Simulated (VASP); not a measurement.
The system is Sn.

```
Sn
1.0
     0.00000    3.24560    3.24560
     3.24560    0.00000    3.24560
     3.24560    3.24560    0.00000
Sn
2
Direct
  0.50000 0.50000 0.50000
  0.75000 0.75000 0.75000
```

| Property | Result |
| --- | --- |
| Program | VASP 6.6.1 |
| Task | relaxation of cell and atoms |
| Functional | PBE |
| Dispersion | D3(BJ) |
| Potentials or basis | VASP PAW PBE potentials, release 64 (Sn_d) |
| Cutoff | 600 eV |
| k mesh | 12 × 12 × 12 |
| Occupations | gaussian, width 0.1 eV |
| Spin | no spin polarisation |

At the start: pressure 1.6 GPa; volume 34.19 Å³/atom.

**Question.** Where does the relaxation end?

**Answer.** Over 6 steps the energy falls by 6.2 meV/atom and the volume is 35.48 Å³/atom (+3.8 %); space group Fd-3m (No. 227, to 0.05 Å).

The path:
| step | energy change (eV) | largest force (eV/Å) | pressure (GPa) | volume (Å³) |
| --- | --- | --- | --- | --- |
| 1 | 0.0000 | 0.0000 | 1.60 | 68.38 |
| 2 | -0.0111 | 0.0000 | -0.46 | 71.82 |
| 3 | -0.0124 | 0.0000 | 0.07 | 70.95 |
| 4 | -0.0123 | 0.0000 | -0.05 | 71.06 |
| 5 | -0.0124 | 0.0000 | -0.02 | 71.01 |
| 6 | -0.0124 | 0.0000 | 0.00 | 70.96 |

Final structure:
```yaml
crystal:
  lattice:
    - [0.00000, 3.28588, 3.28588]
    - [3.28588, 0.00000, 3.28588]
    - [3.28588, 3.28588, 0.00000]
  atoms:
    - { symbol: Sn, position: [0.50000, 0.50000, 0.50000] }
    - { symbol: Sn, position: [0.75000, 0.75000, 0.75000] }
```

Caveat: pairwise dispersion overbinds metals, which lowers pressure and volume.
